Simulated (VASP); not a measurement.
Wanted: the native input for a VASP 6.6.1 run.

* Task: relaxation of cell and atoms
* Functional: PBEsol
* Potentials or basis: VASP PAW PBE potentials, release 64 (Zr_sv, B)
* Cutoff: 600 eV
* k mesh: 16 × 16 × 12
* Occupations: fermi-dirac, width 0.15 eV
* Spin: no spin polarisation
* Dipole correction: no
* Further INCAR settings: ALGO = Normal; EDIFF = 1e-07; IBRION = 2; EDIFFG = -0.01; NSW = 80; ISIF = 3

The structure of ZrB2 lies in POSCAR:

```
ZrB2
1.0
    3.1700000000      0.0000000000      0.0000000000
   -1.5850000000      2.7453005300      0.0000000000
    0.0000000000      0.0000000000      3.5330000000
Zr B
1 2
Direct
    0.0000000000      0.0000000000      0.0000000000
    0.3333333333      0.6666666667      0.5000000000
    0.6666666667      0.3333333333      0.5000000000
```

These files were run (other wordings do the same):

INCAR

```
PREC     = Accurate       # precision mode
ENCUT    = 600            # plane-wave cutoff, eV
EDIFF    = 1E-7           # SCF threshold, eV
ISMEAR   = -1             # smearing method
SIGMA    = 0.15           # smearing width, eV
LREAL    = False          # projectors in reciprocal space
LASPH    = True           # aspherical terms in the spheres
NELM     = 60             # most SCF steps
ALGO     = Normal         # electronic algorithm
ISIF     = 3              # what is computed and relaxed
LWAVE    = False          # write WAVECAR
LCHARG   = False          # write CHGCAR
GGA      = PS             # functional
IBRION   = 2              # ionic algorithm
NSW      = 80             # ionic steps
EDIFFG   = -0.01          # ionic threshold
```

KPOINTS

```
regular mesh
0
Gamma
  16 16 12
```

Potentials or basis: VASP PAW PBE potentials, release 64 (Zr_sv, B).

Command:

```console
$ cat potpaw_PBE.64/Zr_sv/POTCAR potpaw_PBE.64/B/POTCAR > POTCAR
$ mpirun -np 1 vasp_std > vasp.out
```

It gave:

```yaml
Relaxed_volume: 10.09 Å³/atom
Relaxed_cell: a = 3.157 Å, b = 3.157 Å, c = 3.508 Å, α = 90.00°, β = 90.00°, γ = 120.00°
Space_group_after_relaxing_to_0.05_Å: P6/mmm (No. 191)
Energy_gained_by_relaxing: 1.9 meV/atom
Ionic_steps: 4
Pressure_after_relaxing: 0.0 GPa
Band_gap_on_the_k_mesh: zero (band 9 reaches 11.34 eV, above the bottom of band 10 at 10.18 eV)
```

Caveat: the PAW data sets were made with another functional, which shifts forces and pressure a little.

Run time: 3.4 min on 1 thread of Intel(R) Xeon(R) Platinum 8259CL CPU @ 2.50GHz (Skylake/Cascade Lake), on a shared host, peak memory 0.25 GiB.
